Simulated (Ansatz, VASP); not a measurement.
**BaHfO3: VASP beside Ansatz**

```xyz
5
Lattice="4.2061 0.0000 0.0000 0.0000 4.2061 0.0000 0.0000 0.0000 4.2061" Properties=species:S:1:pos:R:3 pbc="T T T"
Ba    2.1031    2.1031    2.1031
Hf    0.0000    0.0000    0.0000
O     0.0000    2.1031    0.0000
O     2.1031    0.0000    0.0000
O     0.0000    0.0000    2.1031
```

Alike in both runs: functional PBE; k mesh 6 × 6 × 6; occupations gaussian, width 0.02 eV; no spin polarisation.

Ansatz relaxed the structure, and its values are those at the end. VASP's run is a single point on that final structure, the one shown.

|  | VASP | Ansatz |
| --- | --- | --- |
| version | VASP 6.6.1 | Ansatz 0.2.0 |
| potentials or method | VASP PAW PBE potentials, release 64 (Ba_sv, Hf_pv, O), cutoff 520 eV | scalar-relativistic, plane waves, PAW |
| valence electrons in the cell | 38 | 54 |

VASP gave:

* gap on the k mesh at the Fermi level (eV): 3.53
* least direct gap on the mesh (eV): 3.78
* pressure (GPa): -0.6

Problem. Which values does Ansatz return?

Solution. gap on the k mesh at the Fermi level (eV): 3.62; least direct gap on the mesh (eV): 3.76; pressure (GPa): 0.0.

With one functional, cell and mesh, what is left measures potentials, basis and numerics. VASP's potentials hold 38 valence electrons a cell and Ansatz's 54, so a difference there can come from the potentials and not from the codes.

Neither program's run includes spin-orbit coupling.
